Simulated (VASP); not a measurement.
# TlCl: single point with PBE

The system is TlCl.

```
Tl Cl
1.0
     3.79363    0.00000    0.00000
     0.00000    3.79363    0.00000
     0.00000    0.00000    3.79363
Tl Cl
1 1
Direct
  0.00000 0.00000 0.00000
  0.50000 0.50000 0.50000
```

```
Program                : VASP 6.6.1
Task                   : single point
Functional             : PBE
Potentials or basis    : VASP PAW PBE potentials, release 64 (Tl_d, Cl)
Cutoff                 : 500 eV
k mesh                 : 4 × 4 × 4
Occupations            : methfessel-paxton, width 0.267 eV
Spin                   : no spin polarisation
Dipole correction      : no
Further INCAR settings : ALGO = Normal; EDIFF = 1e-06; NBANDS = 17
```

```yaml
Pressure: 2.3 GPa
Band_gap_on_the_k_mesh: 1.99 eV, direct
```

Levels at points of the mesh, in eV from the valence-band top:
```tsv
k point	band 8	band 9	band 10	band 11	band 12	band 13
(0.00, 0.00, 0.00)	-1.68	-1.68	-1.68	7.75	7.75	7.93
(0.50, 0.00, 0.00)	-1.22	-1.22	0.00	1.99	6.56	6.56
(0.50, 0.50, 0.00)	-3.22	-3.22	-1.18	4.91	4.91	8.42
(0.50, 0.50, 0.50)	-2.18	-2.18	-2.14	2.41	2.41	2.41
```

Run time: 4 s on 1 thread of Intel(R) Xeon(R) 6975P-C (Granite Rapids) (shared host), peak memory 0.15 GiB.

Caveat: spin-orbit coupling is left out, which moves the levels of the heavy elements. A k mesh can miss the band edges.
